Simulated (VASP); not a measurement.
The system is Eu.

```
CELL_PARAMETERS angstrom
-2.30300 2.30300 2.30300
2.30300 -2.30300 2.30300
2.30300 2.30300 -2.30300
ATOMIC_POSITIONS crystal
Eu 0.00000 0.00000 0.00000
```

```yaml
Program: VASP 6.6.1
Task: relaxation of cell and atoms
Functional: PBE
Potentials_or_basis: VASP PAW PBE potentials, release 64 (Eu)
Cutoff: 600 eV
k_mesh: 8 × 8 × 8
Occupations: methfessel-paxton, width 0.1 eV
Spin: collinear spin, ferromagnetic start
Starting_moments: "[7.0] μB"
Hubbard_terms: Eu f U = 4.0 eV
```

At the start: pressure -0.5 GPa; volume 48.86 Å³/atom.

Where does the relaxation end?

Over 19 steps the energy falls by 4.3 meV/atom and the volume is 46.59 Å³/atom (-4.7 %); space group Im-3m (No. 229, to 0.05 Å); moment 7.23 μB per cell.

Step by step:
```
step  energy change (eV)  largest force (eV/Å)  pressure (GPa)  volume (Å³)
   1              0.0000                0.0000           -0.55        48.86
   2             -0.0032                0.0000           -0.25        47.68
   3             -0.0039                0.0000            0.09        47.16
   4             -0.0038                0.0000           -0.27        47.30
   5             -0.0039                0.0000           -0.62        47.20
   6             -0.0042                0.0000            0.04        46.17
   7             -0.0042                0.0000            0.36        46.23
   8             -0.0043                0.0000           -0.10        46.58
   9             -0.0043                0.0000           -0.37        46.51
  10             -0.0043                0.0000           -0.55        46.37
  11             -0.0043                0.0000            0.13        46.28
  12             -0.0043                0.0000            0.18        46.31
  13             -0.0043                0.0000            0.18        46.34
  14             -0.0043                0.0000           -0.15        46.60
  15             -0.0043                0.0000            0.06        46.47
  16             -0.0043                0.0000            0.17        46.50
  17             -0.0043                0.0000            0.25        46.55
  18             -0.0043                0.0000            0.09        46.58
  19             -0.0043                0.0000            0.01        46.59
```

Final structure:
```
Eu
1.0
    -2.26672    2.26672    2.26672
     2.26672   -2.26672    2.26672
     2.26672    2.26672   -2.26672
Eu
1
Direct
  0.00000 0.00000 0.00000
```
